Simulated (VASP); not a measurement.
# CdTe in VASP: notebook

Runs on CdTe. Level: PBE. Tasks: single point.

All numbers are computed with VASP 6.6.1; they aren't measurements. Logs are shortened: lines on timing, memory, paths and dates and some standing lists are left out, and cuts for length are marked.

### 1 The cell of the first run

Symmetry: F-43m, No. 216, cubic system. Conventional cell: a = 6.410 Å, b = 6.410 Å, c = 6.410 Å, α = 90.00°, β = 90.00°, γ = 90.00°. Within 3.7 Å of Cd (site symmetry -43m) lie 4 Te at 2.78 Å. Te (site symmetry -43m) has 4 Cd at 2.78 Å within 3.7 Å.

### 2 Single point, PBE

File INCAR:

```
ALGO = Normal ; EDIFF = 1E-6
ENCUT = 520 ; GGA = PE
ISIF = 2 ; ISMEAR = -1
LASPH = T ; LCHARG = F
LREAL = F ; LWAVE = F
NBANDS = 16 ; NELM = 60
PREC = Accurate ; SIGMA = 0.08
```

File KPOINTS:

```
k-points
0
Gamma
  9 9 9
```

File POSCAR:

```
CdTe
1.0
    0.0000000000      3.2050000000      3.2050000000
    3.2050000000      0.0000000000      3.2050000000
    3.2050000000      3.2050000000      0.0000000000
Cd Te
1 1
Direct
    0.0000000000      0.0000000000      0.0000000000
    0.7500000000      0.7500000000      0.7500000000
```

Potentials or basis: VASP PAW PBE potentials, release 64 (Cd, Te).

Command:

```bash
$ cat potpaw_PBE.64/Cd/POTCAR potpaw_PBE.64/Te/POTCAR > POTCAR
$ mpirun -np 1 vasp_std > vasp.out
```

OUTCAR:

```text
EDIFF = 1E-6
   ENCUT = 520
   GGA = PE
   ISIF = 2
   ISMEAR = -1
   LASPH = T
   LREAL = F
   NELM = 60
   PREC = Accurate

 ion  position               nearest neighbor table
   1  0.000  0.000  0.000-   2 2.78   2 2.78   2 2.78   2 2.78
   2  0.750  0.750  0.750-   1 2.78   1 2.78   1 2.78   1 2.78

  LATTYP: Found a face centered cubic cell.
 ALAT       =     6.4100000000

  Lattice vectors:

 A1 = (   0.0000000000,   3.2050000000,   3.2050000000)
 A2 = (   3.2050000000,   0.0000000000,   3.2050000000)
 A3 = (   3.2050000000,   3.2050000000,   0.0000000000)

Analysis of symmetry for initial positions (statically):
=====================================================================
 Subroutine PRICEL returns:
 Original cell was already a primitive cell.

 Routine SETGRP: Setting up the symmetry group for a
 face centered cubic supercell.

 Subroutine GETGRP returns: Found 24 space group operations
 (whereof 24 operations were pure point group operations)
 out of a pool of 48 trial point group operations.

The static configuration has the point symmetry T_d .

Analysis of symmetry for dynamics (positions and initial velocities):
=====================================================================
 Subroutine PRICEL returns:
 Original cell was already a primitive cell.

 Routine SETGRP: Setting up the symmetry group for a
 face centered cubic supercell.

 Subroutine GETGRP returns: Found 24 space group operations
 (whereof 24 operations were pure point group operations)
 out of a pool of 48 trial point group operations.

The dynamic configuration has the point symmetry T_d .

 Subroutine INISYM returns: Found 24 space group operations
 (whereof 24 operations are pure point group operations),
 and found     1 'primitive' translations

----------------------------------------------------------------------------------------

                                     Primitive cell

  volume of cell :      65.8437

  direct lattice vectors                    reciprocal lattice vectors
     0.000000000  3.205000000  3.205000000    -0.156006240  0.156006240  0.156006240
     3.205000000  0.000000000  3.205000000     0.156006240 -0.156006240  0.156006240
     3.205000000  3.205000000  0.000000000     0.156006240  0.156006240 -0.156006240

  length of vectors
     4.532554467  4.532554467  4.532554467     0.270210734  0.270210734  0.270210734

  position of ions in fractional coordinates (direct lattice)
     0.000000000  0.000000000  0.000000000
     0.750000000  0.750000000  0.750000000

  ion indices of the primitive-cell ions
   primitive index   ion index
                 1           1
                 2           2

----------------------------------------------------------------------------------------

 KPOINTS: k-points

Automatic generation of k-mesh.
 Grid dimensions read from file:
 generate k-points for:    9    9    9

 Generating k-lattice:

  Cartesian coordinates                     Fractional coordinates (reciprocal lattice)
    -0.017334027  0.017334027  0.017334027     0.111111111  0.000000000  0.000000000
     0.017334027 -0.017334027  0.017334027     0.000000000  0.111111111  0.000000000
     0.017334027  0.017334027 -0.017334027     0.000000000  0.000000000  0.111111111

  Length of vectors
     0.030023415  0.030023415  0.030023415

  Shift w.r.t. Gamma in fractional coordinates (k-lattice)
     0.000000000  0.000000000  0.000000000

 Subroutine IBZKPT returns following result:
 ===========================================

 Found     35 irreducible k-points:

 Following reciprocal coordinates:
            Coordinates               Weight
  0.000000  0.000000  0.000000      1.000000
  0.111111  0.000000  0.000000      8.000000
  0.222222  0.000000  0.000000      8.000000
  0.333333  0.000000  0.000000      8.000000
  0.444444  0.000000  0.000000      8.000000
  0.111111  0.111111  0.000000      6.000000
[... 16 lines left out ...]
 -0.333333  0.333333  0.000000     12.000000
  0.444444  0.444444  0.000000      6.000000
 [... further k-points ...]
   k-points           NKPTS =     35   k-points in BZ     NKDIM =     35   number of bands    NBANDS=     16
   number of dos      NEDOS =    301   number of ions     NIONS =      2
   total plane-waves  NPLWV =  46656
   dimension x,y,z NGX =    36 NGY =   36 NGZ =   36
   dimension x,y,z NGXF=    72 NGYF=   72 NGZF=   72
   ions per type =               1   1
   NGX,Y,Z   is equivalent  to a cutoff of  13.20, 13.20, 13.20 a.u.
   NGXF,Y,Z  is equivalent  to a cutoff of  26.41, 26.41, 26.41 a.u.
 SYSTEM =  unknown system
   PREC   = accura    normal or accurate (medium, high low for compatibility)
   ISTART =      0    job   : 0-new  1-cont  2-samecut
   ICHARG =      2    charge: 1-file 2-atom 10-const
   ISPIN  =      1    spin polarized calculation?
   LNONCOLLINEAR =      F non collinear calculations
   LSORBIT =      F    spin-orbit coupling
   LASPH  =      T    aspherical Exc in radial PAW
   ENCUT  =  520.0 eV  38.22 Ry    6.18 a.u.   8.43  8.43  8.43*2*pi/ulx,y,z
   NELM   =     60;   NELMIN=  2; NELMDL= -5     # of ELM steps
   EDIFF  = 0.1E-05   stopping-criterion for ELM
   LREAL  =      F    real-space projection
[... 7 lines left out ...]
   TEBEG  =    0.0;   TEEND  =   0.0 temperature during run
   PSTRESS=    0.0 pullay stress
   NELECT =      18.0000    total number of electrons
   NUPDOWN=      -1.0000    fix difference up-down
   EMIN   =  10.00;   EMAX   =-10.00  energy-range for DOS
   EFERMI =   0.00;   METHOD = LEGACY
   ISMEAR =    -1;   SIGMA  =   0.08  broadening in eV -4-tet -1-fermi 0-gaus
   EFERMI_NEDOS =   21; number of points for ismear=-14 and -15
   IALGO  =     38    algorithm
   IMIX   =      4    mixing-type and parameters
     AMIX     =   0.40;   BMIX     =  1.00
     AMIX_MAG =   1.60;   BMIX_MAG =  1.00
  volume/ion in A,a.u.               =      32.92       222.17
  Fermi-wavevector in a.u.,A,eV,Ry     =   1.062497  2.007828 15.359610  1.128899
  Thomas-Fermi vector in A             =   2.197950
   LORBIT       =      0    0 simple, 1 ext, 2 COOP (PROOUT), +10 PAW based schemes
   GGA     = PE    functional components
   LHFCALC =     F    Hartree Fock is set to
   AEXX    =    0.0000 exact exchange contribution
   IVDW    =     0    specifies the selected vdW correction
   LEPSILON=     F    determine dielectric tensor
   LRPA    =     F    only Hartree local field effects (RPA)
 non-spin polarized calculation
  energy-cutoff  :      520.00
  volume of cell :       65.84
 maximum number of plane-waves:      1807
 NGX is ok and might be reduce to    36
   NGX = 17   NGY = 17   NGZ = 17

 number of electron      17.9999995 magnetization

 Free energy of the ion-electron system (eV)
  ---------------------------------------------------
  ext. energy  EPLUGINS =         0.00000000
  ---------------------------------------------------
  free energy    TOTEN  =        -4.72728113 eV

  energy without entropy =       -4.72724194  energy(sigma->0) =       -4.72726153

 E-fermi :   3.1781     XC(G=0):  -8.7327

 val. band max:        2.6535369840   @ k =   0.0000   0.0000   0.0000
 cond. band min:       3.5272391878   @ k =   0.0000   0.0000   0.0000
 fundamental gap:      0.8737022038
 Fermi energy:         3.1780786929

 k-point     1 :       0.0000    0.0000    0.0000
  band No.  band energies     occupation
      1      -8.7153      2.00000
      2      -5.7516      2.00000
      3      -5.7516      2.00000
      4      -5.7516      2.00000
      5      -5.4656      2.00000
      6      -5.4656      2.00000
[... 8 lines left out ...]
     15      12.0691      0.00000
     16      12.0691      0.00000

 k-point     2 :       0.1111    0.0000    0.0000
  band No.  band energies     occupation
      1      -8.6651      2.00000
      2      -5.7419      2.00000
      3      -5.7419      2.00000
      4      -5.7148      2.00000
      5      -5.4665      2.00000
      6      -5.4665      2.00000
[... 8 lines left out ...]
     15      11.4019      0.00000
     16      11.4019      0.00000

 k-point     3 :       0.2222    0.0000    0.0000
  band No.  band energies     occupation
      1      -8.5374      2.00000
      2      -5.7187      2.00000
      3      -5.7187      2.00000
      4      -5.5905      2.00000
      5      -5.4668      2.00000
      6      -5.4668      2.00000
[... 8 lines left out ...]
     15      11.0749      0.00000
     16      11.0749      0.00000

 k-point     4 :       0.3333    0.0000    0.0000
  band No.  band energies     occupation
      1      -8.3926      2.00000
      2      -5.6959      2.00000
      3      -5.6959      2.00000
      4      -5.4627      2.00000
      5      -5.4627      2.00000
      6      -5.3654      2.00000
[... 8 lines left out ...]
     15      11.5769      0.00000
     16      11.5769      0.00000

 k-point     5 :       0.4444    0.0000    0.0000
  band No.  band energies     occupation
      1      -8.2999      2.00000
      2      -5.6837      2.00000
      3      -5.6837      2.00000
      4      -5.4568      2.00000
      5      -5.4568      2.00000
      6      -5.1282      2.00000
[... 8 lines left out ...]
     15      12.6827      0.00000
     16      12.6827      0.00000

 k-point     6 :       0.1111    0.1111    0.0000
  band No.  band energies     occupation
      1      -8.6485      2.00000
      2      -5.7326      2.00000
      3      -5.7326      2.00000
      4      -5.7149      2.00000
      5      -5.4716      2.00000
      6      -5.4617      2.00000
[... 8 lines left out ...]
     15      11.1180      0.00000
     16      12.1761      0.00000
[... 267 lines left out ...]
 k-point    21 :       0.4444    0.3333    0.0000
  band No.  band energies     occupation
      1      -8.2158      2.00000
      2      -5.6149      2.00000
      3      -5.5997      2.00000
      4      -5.5546      2.00000
      5      -5.4390      2.00000
      6      -5.0839      2.00000
[... 8 lines left out ...]
     15      13.4887      0.00000
     16      14.5079      0.00000

 k-point    22 :      -0.4444    0.3333    0.0000
  band No.  band energies     occupation
      1      -8.1775      2.00000
      2      -5.6269      2.00000
      3      -5.5988      2.00000
      4      -5.5248      2.00000
      5      -5.4472      2.00000
      6      -4.9202      2.00000
[... 8 lines left out ...]
     15      12.8242      0.00000
     16      14.7122      0.00000

 k-point    23 :      -0.3333    0.3333    0.0000
  band No.  band energies     occupation
      1      -8.1911      2.00000
      2      -5.6414      2.00000
      3      -5.6180      2.00000
      4      -5.4966      2.00000
      5      -5.4609      2.00000
      6      -4.9197      2.00000
[... 8 lines left out ...]
     15      11.7043      0.00000
     16      14.9844      0.00000

 k-point    24 :       0.4444    0.4444    0.0000
  band No.  band energies     occupation
      1      -8.1732      2.00000
      2      -5.5836      2.00000
      3      -5.5769      2.00000
      4      -5.5769      2.00000
      5      -5.4332      2.00000
      6      -4.9868      2.00000
[... 8 lines left out ...]
     15      13.4355      0.00000
     16      14.6919      0.00000

 [... further k-points ...]

------------------------ aborting loop because EDIFF is reached ----------------------------------------

  FORCE on cell =-STRESS in cart. coord.  units (eV):
  Direction    XX          YY          ZZ          XY          YZ          ZX
  --------------------------------------------------------------------------------------
  -------------------------------------------------------------------------------------
  Total        1.8056180      1.8056180      1.8056180      0.0000000      0.0000000      0.0000000
  in kB       43.9361863     43.9361863     43.9361863      0.0000000      0.0000000      0.0000000
  external PRESSURE =      43.9361863 kB  Pullay stress =       0.0000000 kB

 VOLUME and BASIS-vectors are now :
 -----------------------------------------------------------------------------
  energy-cutoff  :      520.00
  volume of cell :       65.84
      direct lattice vectors                 reciprocal lattice vectors
     0.000000000  3.205000000  3.205000000    -0.156006240  0.156006240  0.156006240
     3.205000000  0.000000000  3.205000000     0.156006240 -0.156006240  0.156006240
     3.205000000  3.205000000  0.000000000     0.156006240  0.156006240 -0.156006240

 POSITION                                       TOTAL-FORCE (eV/Angst)
 -----------------------------------------------------------------------------------
      0.00000      0.00000      0.00000         0.000000      0.000000      0.000000
      4.80750      4.80750      4.80750        -0.000000     -0.000000     -0.000000
 -----------------------------------------------------------------------------------
    total drift:                                0.000000      0.000000      0.000000

  FREE ENERGIE OF THE ION-ELECTRON SYSTEM (eV)
  ---------------------------------------------------
  free  energy   TOTEN  =        -4.7272811255 eV

  energy  without entropy=       -4.7272419400  energy(sigma->0) =       -4.72726153
```

Wall time 58 s (1 thread of AMD EPYC 7R13, shared host); peak memory 0.19 GiB.

What came out:

| Property | Result |
| --- | --- |
| Free energy | -4.7273 eV |
| Pressure | 4.4 GPa |
| Band gap on the k mesh | 0.87 eV |

Caveat: the cell stands under pressure; spin-orbit coupling is left out, which moves the levels of the heavy elements.

### 3 Single point, PBE (x and y stretched by -2 %, z held)

File INCAR:

```
  PREC = Accurate
  ENCUT = 520
  EDIFF = 1E-7
  ISMEAR = -1
  SIGMA = 0.08
  LREAL = F
  LASPH = T
  NELM = 60
  ALGO = Normal
  ISIF = 2
  LWAVE = F
  LCHARG = T
  GGA = PE
  LELF = T
  LVHAR = T
  NBANDS = 16
```

File KPOINTS:

```
regular mesh
0
Gamma
  9 9 9
```

File POSCAR:

```
CdTe
1.0
    0.0000000000      3.1409000000      3.2050000000
    3.1409000000      0.0000000000      3.2050000000
    3.1409000000      3.1409000000      0.0000000000
Cd Te
1 1
Direct
    0.0000000000      0.0000000000      0.0000000000
    0.7500000000      0.7500000000      0.7500000000
```

Potentials or basis: VASP PAW PBE potentials, release 64 (Cd, Te).

Command:

```bash
$ cat potpaw_PBE.64/Cd/POTCAR potpaw_PBE.64/Te/POTCAR > POTCAR
$ mpirun -np 1 vasp_std > vasp.out
```

OUTCAR:

```text
PREC = Accurate
   ENCUT = 520
   EDIFF = 1E-7
   ISMEAR = -1
   LREAL = F
   LASPH = T
   NELM = 60
   ISIF = 2
   GGA = PE

 ion  position               nearest neighbor table
   1  0.000  0.000  0.000-   2 2.74   2 2.74   2 2.74   2 2.74
   2  0.750  0.750  0.750-   1 2.74   1 2.74   1 2.74   1 2.74

  LATTYP: Found a body centered tetragonal cell.
 ALAT       =     4.4419033781
 C/A-ratio  =     1.4430750636

  Lattice vectors:

 A1 = (  -3.1409000000,   0.0000000000,   3.2050000000)
 A2 = (   3.1409000000,   0.0000000000,   3.2050000000)
 A3 = (   0.0000000000,   3.1409000000,  -3.2050000000)

Analysis of symmetry for initial positions (statically):
=====================================================================
 Subroutine PRICEL returns:
 Original cell was already a primitive cell.

 Routine SETGRP: Setting up the symmetry group for a
 body centered tetragonal supercell.

 Subroutine GETGRP returns: Found  8 space group operations
 (whereof  8 operations were pure point group operations)
 out of a pool of 16 trial point group operations.

[... 161 lines left out ...]

 E-fermi :   3.6340     XC(G=0):  -8.9155

 val. band max:        3.0729892785   @ k =   0.0000   0.0000   0.0000
 cond. band min:       4.0472447982   @ k =   0.0000   0.0000   0.0000
 fundamental gap:      0.9742555197
 Fermi energy:         3.6339585746

 k-point     1 :       0.0000    0.0000    0.0000
  band No.  band energies     occupation
      1      -8.5747      2.00000
      2      -5.5251      2.00000
      3      -5.5197      2.00000
      4      -5.5197      2.00000
      5      -5.2053      2.00000
      6      -5.2000      2.00000
[... 433 lines left out ...]
      3      -5.3248      2.00000
      4      -5.3248      2.00000
      5      -5.1672      2.00000
      6      -4.7079      2.00000
[... 8 lines left out ...]
     15      13.9584      0.00000
     16      15.2758      0.00000

 [... further k-points ...]

------------------------ aborting loop because EDIFF is reached ----------------------------------------

  FORCE on cell =-STRESS in cart. coord.  units (eV):
  Direction    XX          YY          ZZ          XY          YZ          ZX
  --------------------------------------------------------------------------------------
  -------------------------------------------------------------------------------------
  Total        2.7155716      2.7155716      2.6230338      0.0000000      0.0000000      0.0000000
  in kB       68.8027181     68.8027181     66.4581461      0.0000000      0.0000000      0.0000000
  external PRESSURE =      68.0211941 kB  Pullay stress =       0.0000000 kB

 VOLUME and BASIS-vectors are now :
 -----------------------------------------------------------------------------
  energy-cutoff  :      520.00
  volume of cell :       63.24
      direct lattice vectors                 reciprocal lattice vectors
     0.000000000  3.140900000  3.205000000    -0.159190041  0.159190041  0.156006240
     3.140900000  0.000000000  3.205000000     0.159190041 -0.159190041  0.156006240
     3.140900000  3.140900000  0.000000000     0.159190041  0.159190041 -0.156006240

 POSITION                                       TOTAL-FORCE (eV/Angst)
 -----------------------------------------------------------------------------------
      0.00000      0.00000      0.00000         0.000000      0.000000     -0.000000
      4.71135      4.71135      4.80750        -0.000000     -0.000000      0.000000
 -----------------------------------------------------------------------------------
    total drift:                                0.000000      0.000000     -0.000000

  FREE ENERGIE OF THE ION-ELECTRON SYSTEM (eV)
  ---------------------------------------------------
  free  energy   TOTEN  =        -4.6361758442 eV

  energy  without entropy=       -4.6361563890  energy(sigma->0) =       -4.63616612
```

OSZICAR:

```text
N       E                     dE             d eps       ncg     rms          rms(c)
DAV:   1     0.102852475195E+03    0.10285E+03   -0.84672E+03  2400   0.988E+02
DAV:   2    -0.132813471958E+01   -0.10418E+03   -0.99222E+02  2888   0.240E+02
DAV:   3    -0.483256550022E+01   -0.35044E+01   -0.34998E+01  2944   0.458E+01
DAV:   4    -0.486375165632E+01   -0.31186E-01   -0.31185E-01  3736   0.384E+00
DAV:   5    -0.486382865332E+01   -0.76997E-04   -0.76997E-04  3072   0.170E-01    0.658E+00
DAV:   6    -0.465146564029E+01    0.21236E+00   -0.36717E-01  2896   0.781E+00    0.521E+00
DAV:   7    -0.463510404411E+01    0.16362E-01   -0.11832E-01  2968   0.229E+00    0.186E+00
DAV:   8    -0.463582306018E+01   -0.71902E-03   -0.12384E-02  2752   0.131E+00    0.512E-01
DAV:   9    -0.463608860039E+01   -0.26554E-03   -0.98889E-04  3032   0.352E-01    0.130E-01
DAV:  10    -0.463614355332E+01   -0.54953E-04   -0.11485E-04  3120   0.103E-01    0.562E-02
DAV:  11    -0.463617626569E+01   -0.32712E-04   -0.61056E-05  2952   0.592E-02    0.268E-02
DAV:  12    -0.463617539804E+01    0.86764E-06   -0.27407E-06  2832   0.178E-02    0.146E-02
DAV:  13    -0.463617596916E+01   -0.57112E-06   -0.51196E-06  2896   0.141E-02    0.176E-02
DAV:  14    -0.463617583884E+01    0.13032E-06   -0.74740E-07  3136   0.699E-03    0.515E-03
DAV:  15    -0.463617584423E+01   -0.53947E-08   -0.55702E-08  1928   0.139E-03
   1 F= -.46361758E+01 E0= -.46361661E+01  d E =-.194552E-04
```

Run time: 3.2 min. Hardware: 1 thread of AMD EPYC 7R13, shared host; peak memory 0.22 GiB.

Results:

```
Free energy            : -4.6362 eV
Pressure               : 6.8 GPa
Band gap on the k mesh : 0.97 eV
```

Levels at points of the mesh, in eV from the valence-band top:
| k point | band 5 | band 6 | band 7 | band 8 | band 9 | band 10 | band 11 | band 12 | band 13 | band 14 |
| --- | --- | --- | --- | --- | --- | --- | --- | --- | --- | --- |
| (0.00, 0.00, 0.00) | -8.28 | -8.27 | -0.07 | 0.00 | 0.00 | 0.97 | 4.52 | 4.52 | 4.52 | 7.53 |

Caveat: the cell differs from its parent crystal (x and y stretched by -2 %, z held); the cell stands under pressure; spin-orbit coupling is left out, which moves the levels of the heavy elements.
